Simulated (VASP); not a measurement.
Set up this calculation in VASP 6.6.1, as the native input.

```
Task                   : single point
Functional             : LDA
Potentials or basis    : VASP PAW LDA potentials, release 64 (Si, N)
Cutoff                 : 520 eV
k mesh                 : 2 × 2 × 2
Occupations            : gaussian, width 0.05 eV
Spin                   : collinear spin, ferromagnetic start
Starting moments       : [0.0, 0.0, 0.0, 0.0, 0.0, 0.0, 0.0, 0.0, 0.0, 0.0, 0.0, 0.0, 0.0, 0.0, 0.0, 0.0, 1.0] μB
Dipole correction      : no
Further INCAR settings : LREAL = Auto; ALGO = Normal; EDIFF = 1e-06; NBANDS = 52
```

The structure of Si16N (a cell with a defect) lies in POSCAR:

```
Si16N
1.0
    0.0000000000      5.4300000000      5.4300000000
    5.4300000000      0.0000000000      5.4300000000
    5.4300000000      5.4300000000      0.0000000000
Si N
16 1
Direct
    0.0033288915      0.0035345548     -0.0080381706
    0.1529683720      0.1533235098      0.0662906513
   -0.0090035363     -0.0090293688      0.4907745036
    0.1172449657      0.1174797825      0.6169414710
   -0.0350991383      0.5199414254      0.0195991814
    0.1131097981      0.6310297742      0.1306300435
    0.0033095893      0.4925012287      0.5031431795
    0.1530806856      0.5665979997      0.6530606438
    0.5196130971     -0.0349412870      0.0194366956
    0.6307808069      0.1131645103      0.1305195976
    0.4922506916      0.0034615174      0.5030830732
    0.5664436166      0.1532380573      0.6528497268
    0.4855880148      0.4856959760     -0.0145578244
    0.6104137608      0.6104561296      0.1102467383
    0.5196893200      0.5198782586      0.4647416609
    0.6307772244      0.6309207628      0.6129665049
    0.2972110403      0.2973035687      0.7970392234
```

One way to write it, as run:

INCAR

```
ALGO = Normal
EDIFF = 1E-6
ENCUT = 520
GGA = CA
ISIF = 2
ISMEAR = 0
ISPIN = 2
LASPH = True
LCHARG = False
LORBIT = 11
LREAL = Auto
LWAVE = False
MAGMOM = 0 0 0 0 0 0 0 0 0 0 0 0 0 0 0 0 1
NBANDS = 52
NELM = 150
PREC = Accurate
SIGMA = 0.05
```

KPOINTS

```
k-points
0
Gamma
  2 2 2
```

Potentials or basis: VASP PAW LDA potentials, release 64 (Si, N).

Run with:

```bash
$ cat potpaw_LDA.64/Si/POTCAR potpaw_LDA.64/N/POTCAR > POTCAR
$ mpirun -np 1 vasp_std > vasp.out
```

It gave:

```yaml
Pressure: 0.1 GPa
Largest_force: 0.030 eV/Å
Net_moment: 0.00 μB per cell
Valence_electrons_inside_the_program's_atomic_spheres: Si 1.71, 1.67, 1.59, 1.70, 1.72, 1.78 (each value once); N 3.73
```

Caveat: the k points lie up to 0.50 Å⁻¹ apart.

Run time: 15 min on 1 thread of Intel Xeon 8259CL (shared host), peak memory 0.49 GiB.
